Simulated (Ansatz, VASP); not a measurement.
Two plane-wave programs on CdSeS3

The input INCAR:

```
SYSTEM = CdSeS3
PREC = Accurate ; ENCUT = 600
EDIFF = 1E-7 ; ISMEAR = 0
SIGMA = 0.1 ; LREAL = .False.
LASPH = .True. ; NELM = 80
ALGO = Normal ; ISIF = 3
LWAVE = .False. ; LCHARG = .False.
GGA = PE ; IBRION = 2
NSW = 100 ; EDIFFG = -0.01
```

File KPOINTS:

```
Automatic mesh
0
Gamma
  8 8 8
  0 0 0
```

File POSCAR:

```
CdSeS3
1.0
    4.8343115141      0.0000000000      0.0000000000
    0.0000000000      4.8343115141      0.0000000000
    0.0000000000      0.0000000000      4.8343115141
Cd Se S
1 1 3
Direct
    0.0000000000      0.0000000000      0.0000000000
    0.5000000000      0.5000000000      0.5000000000
    0.5000000000      0.5000000000      0.0000000000
    0.0000000000      0.5000000000      0.5000000000
    0.5000000000      0.0000000000      0.5000000000
```

Input for Ansatz:

```yaml
crystal:
  lattice:
    - [4.8343115141, 0.0, 0.0]
    - [0.0, 4.8343115141, 0.0]
    - [0.0, 0.0, 4.8343115141]
  atoms:
    - { symbol: Cd, position: [0.0, 0.0, 0.0] }
    - { symbol: Se, position: [0.5, 0.5, 0.5] }
    - { symbol: S, position: [0.5, 0.5, 0.0] }
    - { symbol: S, position: [0.0, 0.5, 0.5] }
    - { symbol: S, position: [0.5, 0.0, 0.5] }
basis:
  ecutwfc: 420
kpoints:
  mp_grid: { grid: [8, 8, 8] }
hamiltonian:
  xc: pbe
scf:
  occupations: { method: gaussian, width: 0.1 }
output:
  forces: true
  stress: true
  eigenvalues: true
  write_density: true
  write_potential: true
  elf: true
  volumetric_format: npy
relax:
  adjacent_minimum: "off"
  f_tol: 0.01
  max_steps: 80
  cell: { stress_tol: 0.05 }
```

Change from the starting cell: species swapped into the La3AlN type (Pm-3m, No. 221).

Alike in both runs: task relaxation of cell and atoms; functional PBE; k mesh 8 × 8 × 8; occupations gaussian, width 0.1 eV; no spin polarisation.

```csv
,VASP,Ansatz
version,VASP 6.6.1,Ansatz 0.2.0
potentials or method,"VASP PAW PBE potentials, release 64 (Cd, Se, S), cutoff 600 eV","scalar-relativistic, plane waves, PAW"
valence electrons in the cell,36,54
```

Ansatz gave:

- gap on the k mesh at the Fermi level, each at its own relaxed structure (eV): none
- relaxed volume (Å³/atom): 22.22
- relaxed cell length with the largest relative difference (Å): 4.808

What did VASP give for the same quantities?

gap on the k mesh at the Fermi level, each at its own relaxed structure (eV): none; relaxed volume (Å³/atom): 22.22; relaxed cell length with the largest relative difference (Å): 4.807.

A gap of «none» marks a metal or a gap that the smearing closes. VASP's potentials hold 36 valence electrons a cell and Ansatz's 54, so a difference there can come from the potentials and not from the codes.
